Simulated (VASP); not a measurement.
InSb3:

```
Sb In
1.0
     0.00000    3.76909    3.76909
     3.76909    0.00000    3.76909
     3.76909    3.76909    0.00000
Sb In
3 1
Direct
  0.50000 0.50000 0.50000
  0.75000 0.75000 0.75000
  0.25000 0.25000 0.25000
  0.00000 0.00000 0.00000
```

Base run:

```yaml
Program: VASP 6.6.1
Functional: r2SCAN
Potentials_or_basis: VASP PAW PBE potentials, release 64 (Sb, In_d)
Cutoff: 520 eV
k_mesh: 6 × 6 × 6
Occupations: fermi-dirac, width 0.05 eV
Spin: no spin polarisation
```

Its results: band gap on the k mesh zero (band 14 reaches 9.25 eV, above the bottom of band 15 at 6.02 eV); pressure 0.0 GPa.

Question: The run is repeated on the same cell with these changes: functional from r2SCAN to PBEsol; further incar settings from ALGO = Normal; EDIFF = 1e-06; NBANDS = 22 to ALGO = Normal; EDIFF = 1e-07; NBANDS = 22. What comes out?

Answer: Band gap on the k mesh zero (band 14 reaches 9.19 eV, above the bottom of band 15 at 5.77 eV); pressure -2.2 GPa.

Caveats: the PAW data sets were made with another functional, which shifts forces and pressure a little; spin-orbit coupling is left out, which moves the levels of the heavy elements.
